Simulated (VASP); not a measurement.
# Se (P6_3/mmc) in VASP: single point with PBE

Aim: the single point of Se with PBE.

Program: VASP 6.6.1. These are calculated values, not measurements. Logs are shortened: lines on timing, memory, paths and dates and some standing lists are left out, and cuts for length are marked.

### Step 1. The cell of the first run

It takes space group P6_3/mmc (No. 194, hexagonal). The conventional cell has a = 2.882 Å, b = 2.882 Å, c = 3.893 Å, α = 90.00°, β = 90.00°, γ = 120.00°. Within 3.4 Å of Se (site symmetry -6m2) lie 12 Se at 2.56 to 2.88 Å.

This isn't the form of Se at room conditions, which is trigonal, of chains.

### Step 2. Single point, PBE

INCAR

```
SYSTEM = Se
PREC     = Accurate       ! precision mode
ENCUT    = 520            ! plane-wave cutoff, eV
EDIFF    = 1E-7           ! SCF threshold, eV
ISMEAR   = -1             ! smearing method
SIGMA    = 0.05           ! smearing width, eV
LREAL    = .False.        ! projectors in reciprocal space
LASPH    = .True.         ! aspherical terms in the spheres
NELM     = 100            ! most SCF steps
ALGO     = Normal         ! electronic algorithm
ISIF     = 2              ! what is computed and relaxed
LWAVE    = .False.        ! write WAVECAR
LCHARG   = .True.         ! write CHGCAR
GGA      = PE             ! functional
LELF     = .True.         ! ELF
LVHAR    = .True.       
NBANDS   = 13             ! bands
```

KPOINTS

```
Automatic mesh
0
Gamma
  16 16 9
  0 0 0
```

POSCAR

```
Se
1.0
    2.8815446266      0.0000000000      0.0000000000
   -1.4407723133      2.4954908488      0.0000000000
    0.0000000000      0.0000000000      3.8929589768
Se
2
Direct
    0.3333333333      0.6666666667      0.2500000000
    0.6666666667      0.3333333333      0.7500000000
```

Potentials or basis: VASP PAW PBE potentials, release 64 (Se).

The run is started by

```
$ cat potpaw_PBE.64/Se/POTCAR > POTCAR
$ mpirun -np 1 vasp_std > vasp.out
```

OUTCAR:

```text
SYSTEM = Se
   PREC = Accurate
   ENCUT = 520
   EDIFF = 1E-7
   ISMEAR = -1
   LREAL = .False.
   LASPH = .True.
   NELM = 100
   ISIF = 2
   GGA = PE

 ion  position               nearest neighbor table
   1  0.333  0.667  0.250-   2 2.56   2 2.56   2 2.56   2 2.56   2 2.56   2 2.56
   2  0.667  0.333  0.750-   1 2.56   1 2.56   1 2.56   1 2.56   1 2.56   1 2.56

  LATTYP: Found a hexagonal cell.
 ALAT       =     2.8815446266
 C/A-ratio  =     1.3509972884

  Lattice vectors:

 A1 = (   2.8815446266,   0.0000000000,   0.0000000000)
 A2 = (  -1.4407723133,   2.4954908488,   0.0000000000)
 A3 = (   0.0000000000,   0.0000000000,   3.8929589768)

Analysis of symmetry for initial positions (statically):
=====================================================================
 Subroutine PRICEL returns:
 Original cell was already a primitive cell.

 Routine SETGRP: Setting up the symmetry group for a
 hexagonal supercell.

 Subroutine GETGRP returns: Found 24 space group operations
 (whereof 12 operations were pure point group operations)
 out of a pool of 24 trial point group operations.

The static configuration has the point symmetry D_3d.
 The point group associated with its full space group is D_6h.

Analysis of symmetry for dynamics (positions and initial velocities):
=====================================================================
 Subroutine PRICEL returns:
 Original cell was already a primitive cell.

 Routine SETGRP: Setting up the symmetry group for a
 hexagonal supercell.

 Subroutine GETGRP returns: Found 24 space group operations
 (whereof 12 operations were pure point group operations)
 out of a pool of 24 trial point group operations.

The dynamic configuration has the point symmetry D_3d.
 The point group associated with its full space group is D_6h.

 Subroutine INISYM returns: Found 24 space group operations
 (whereof 12 operations are pure point group operations),
 and found     1 'primitive' translations

----------------------------------------------------------------------------------------

                                     Primitive cell

  volume of cell :      27.9938

  direct lattice vectors                    reciprocal lattice vectors
     2.881544627  0.000000000  0.000000000     0.347036097  0.200361384  0.000000000
    -1.440772313  2.495490849  0.000000000     0.000000000  0.400722768  0.000000000
     0.000000000  0.000000000  3.892958977     0.000000000  0.000000000  0.256874014

  length of vectors
     2.881544627  2.881544627  3.892958977     0.400722768  0.400722768  0.256874014

  position of ions in fractional coordinates (direct lattice)
     0.333333333  0.666666667  0.250000000
     0.666666667  0.333333333  0.750000000

  ion indices of the primitive-cell ions
   primitive index   ion index
                 1           1
                 2           2

----------------------------------------------------------------------------------------

 KPOINTS: Automatic mesh

Automatic generation of k-mesh.
 Grid dimensions read from file:
 generate k-points for:   16   16    9

 Generating k-lattice:

  Cartesian coordinates                     Fractional coordinates (reciprocal lattice)
     0.021689756  0.012522586  0.000000000     0.062500000 -0.000000000  0.000000000
     0.000000000  0.025045173  0.000000000     0.000000000  0.062500000  0.000000000
     0.000000000  0.000000000  0.028541557     0.000000000  0.000000000  0.111111111

  Length of vectors
     0.025045173  0.025045173  0.028541557

  Shift w.r.t. Gamma in fractional coordinates (k-lattice)
     0.000000000  0.000000000  0.000000000

 Subroutine IBZKPT returns following result:
 ===========================================

 Found    150 irreducible k-points:

 Following reciprocal coordinates:
            Coordinates               Weight
  0.000000  0.000000  0.000000      1.000000
  0.062500  0.000000  0.000000      6.000000
  0.125000  0.000000  0.000000      6.000000
  0.187500  0.000000  0.000000      6.000000
  0.250000  0.000000  0.000000      6.000000
  0.312500  0.000000  0.000000      6.000000
[... 16 lines left out ...]
  0.187500  0.187500  0.000000      6.000000
  0.250000  0.187500  0.000000     12.000000
 [... further k-points ...]
   k-points           NKPTS =    150   k-points in BZ     NKDIM =    150   number of bands    NBANDS=     13
   number of dos      NEDOS =    301   number of ions     NIONS =      2
   total plane-waves  NPLWV =  17280
   dimension x,y,z NGX =    24 NGY =   24 NGZ =   30
   dimension x,y,z NGXF=    48 NGYF=   48 NGZF=   60
   ions per type =               2
   NGX,Y,Z   is equivalent  to a cutoff of  13.85, 13.85, 12.81 a.u.
   NGXF,Y,Z  is equivalent  to a cutoff of  27.69, 27.69, 25.62 a.u.
 SYSTEM =  Se
   PREC   = accura    normal or accurate (medium, high low for compatibility)
   ISTART =      0    job   : 0-new  1-cont  2-samecut
   ICHARG =      2    charge: 1-file 2-atom 10-const
   ISPIN  =      1    spin polarized calculation?
   LNONCOLLINEAR =      F non collinear calculations
   LSORBIT =      F    spin-orbit coupling
   LASPH  =      T    aspherical Exc in radial PAW
   ENCUT  =  520.0 eV  38.22 Ry    6.18 a.u.   5.36  5.36  7.24*2*pi/ulx,y,z
   NELM   =    100;   NELMIN=  2; NELMDL= -5     # of ELM steps
   EDIFF  = 0.1E-06   stopping-criterion for ELM
   LREAL  =      F    real-space projection
   EDIFFG = 0.1E-05   stopping-criterion for IOM
   NSW    =      0    number of steps for IOM
   IBRION =     -1    ionic relax: 0-MD 1-quasi-New 2-CG
   NFREE  =      0    steps in history (QN), initial steepest desc. (CG)
   ISIF   =      2    stress and relaxation
   ISYM   =      2    0-nonsym 1-usesym 2-fastsym
   POTIM  = 0.5000    time-step for ionic-motion
   TEBEG  =    0.0;   TEEND  =   0.0 temperature during run
   PSTRESS=    0.0 pullay stress
   NELECT =      12.0000    total number of electrons
   NUPDOWN=      -1.0000    fix difference up-down
   EMIN   =  10.00;   EMAX   =-10.00  energy-range for DOS
   EFERMI =   0.00;   METHOD = LEGACY
   ISMEAR =    -1;   SIGMA  =   0.05  broadening in eV -4-tet -1-fermi 0-gaus
   EFERMI_NEDOS =   21; number of points for ismear=-14 and -15
   IALGO  =     38    algorithm
   IMIX   =      4    mixing-type and parameters
     AMIX     =   0.40;   BMIX     =  1.00
     AMIX_MAG =   1.60;   BMIX_MAG =  1.00
  volume/ion in A,a.u.               =      14.00        94.46
  Fermi-wavevector in a.u.,A,eV,Ry     =   1.234378  2.332636 20.731050  1.523689
  Thomas-Fermi vector in A             =   2.369071
   LORBIT       =      0    0 simple, 1 ext, 2 COOP (PROOUT), +10 PAW based schemes
   GGA     = PE    functional components
   LHFCALC =     F    Hartree Fock is set to
   AEXX    =    0.0000 exact exchange contribution
   IVDW    =     0    specifies the selected vdW correction
   LEPSILON=     F    determine dielectric tensor
   LRPA    =     F    only Hartree local field effects (RPA)
 non-spin polarized calculation
  energy-cutoff  :      520.00
  volume of cell :       27.99
 maximum number of plane-waves:       782
 NGX is ok and might be reduce to    24
   NGX = 11   NGY = 11   NGZ = 15

 number of electron      12.0000003 magnetization

 Free energy of the ion-electron system (eV)
  ---------------------------------------------------
  ext. energy  EPLUGINS =         0.00000000
  ---------------------------------------------------
  free energy    TOTEN  =        -3.97152287 eV

  energy without entropy =       -3.96421838  energy(sigma->0) =       -3.96787062

 E-fermi :  10.9071     XC(G=0): -12.3557

 val. band max:       10.8558069473   @ k =   0.1250   0.1250   0.2222
 cond. band min:      10.9174306280   @ k =   0.1875   0.1250   0.1111
 fundamental gap:      0.0616236807
 Fermi energy:        10.9070606131

 k-point     1 :       0.0000    0.0000    0.0000
  band No.  band energies     occupation
      1      -9.5501      2.00000
      2      -0.9063      2.00000
      3       1.1551      2.00000
      4      11.0433      0.12314
      5      11.0433      0.12314
      6      14.2953      0.00000
      7      14.2953      0.00000
      8      17.0651      0.00000
      9      18.2543      0.00000
     10      21.4337      0.00000
     11      22.5286      0.00000
     12      22.5286      0.00000
     13      24.9416      0.00000

 k-point     2 :       0.0625    0.0000    0.0000
  band No.  band energies     occupation
      1      -9.4624      2.00000
      2      -0.8485      2.00000
      3       1.2440      2.00000
      4      10.2332      2.00000
      5      10.7493      1.91822
      6      14.0138      0.00000
      7      14.5123      0.00000
      8      17.6752      0.00000
      9      17.8275      0.00000
     10      20.9980      0.00000
     11      22.4946      0.00000
     12      23.0878      0.00000
     13      24.5594      0.00000

 k-point     3 :       0.1250    0.0000    0.0000
  band No.  band energies     occupation
      1      -9.1999      2.00000
      2      -0.6864      2.00000
      3       1.5094      2.00000
      4       8.5479      2.00000
      5      10.0965      2.00000
      6      13.1942      0.00000
      7      14.8900      0.00000
      8      16.7274      0.00000
      9      18.4672      0.00000
     10      20.4212      0.00000
     11      22.6485      0.00000
     12      23.7909      0.00000
     13      24.1885      0.00000
[... 305 lines left out ...]
 k-point    23 :       0.1875    0.1875    0.0000
  band No.  band energies     occupation
      1      -7.2359      2.00000
      2      -0.3512      2.00000
      3       3.4782      2.00000
      4       4.8796      2.00000
      5       5.2858      2.00000
      6      11.3636      0.00022
      7      12.0605      0.00000
      8      12.8133      0.00000
      9      18.1019      0.00000
     10      18.9234      0.00000
     11      19.7507      0.00000
     12      26.9113      0.00000
     13      27.1175      0.00000

 k-point    24 :       0.2500    0.1875    0.0000
  band No.  band energies     occupation
      1      -6.4217      2.00000
      2      -0.8190      2.00000
      3       4.0990      2.00000
      4       4.2841      2.00000
      5       5.0404      2.00000
      6      10.2237      2.00000
      7      10.8100      1.74910
      8      12.1835      0.00000
      9      17.0786      0.00000
     10      18.6378      0.00000
     11      21.2860      0.00000
     12      27.2295      0.00000
     13      27.3835      0.00000

 [... further k-points ...]

------------------------ aborting loop because EDIFF is reached ----------------------------------------

  FORCE on cell =-STRESS in cart. coord.  units (eV):
  Direction    XX          YY          ZZ          XY          YZ          ZX
  --------------------------------------------------------------------------------------
  -------------------------------------------------------------------------------------
  Total       11.6115901     11.6115901     11.6557706      0.0000000     -0.0000000     -0.0000000
  in kB      664.5705908    664.5705909    667.0991943      0.0000000     -0.0000000     -0.0000000
  external PRESSURE =     665.4134587 kB  Pullay stress =       0.0000000 kB

 VOLUME and BASIS-vectors are now :
 -----------------------------------------------------------------------------
  energy-cutoff  :      520.00
  volume of cell :       27.99
      direct lattice vectors                 reciprocal lattice vectors
     2.881544627  0.000000000  0.000000000     0.347036097  0.200361384  0.000000000
    -1.440772313  2.495490849  0.000000000     0.000000000  0.400722768  0.000000000
     0.000000000  0.000000000  3.892958977     0.000000000  0.000000000  0.256874014

 POSITION                                       TOTAL-FORCE (eV/Angst)
 -----------------------------------------------------------------------------------
     -0.00000      1.66366      0.97324         0.000000     -0.000000      0.000000
      1.44077      0.83183      2.91972        -0.000000      0.000000      0.000000
 -----------------------------------------------------------------------------------
    total drift:                               -0.000000      0.000000     -0.000000

  FREE ENERGIE OF THE ION-ELECTRON SYSTEM (eV)
  ---------------------------------------------------
  free  energy   TOTEN  =        -3.9715228662 eV

  energy  without entropy=       -3.9642183834  energy(sigma->0) =       -3.96787062
```

It took 45 s on 1 thread of Oxide Virtual Turin-like, shared host; peak memory 0.14 GiB.

Results:

| Item | Value |
| --- | --- |
| Free energy | -3.9715 eV |
| Pressure | 66.5 GPa |
| Band gap on the k mesh | zero (bands 6 and 7 overlap by 6.37 eV) |

Caveat: the cell stands under pressure.

The gap in the log of VASP goes by the Fermi energy; the results here count the filled bands.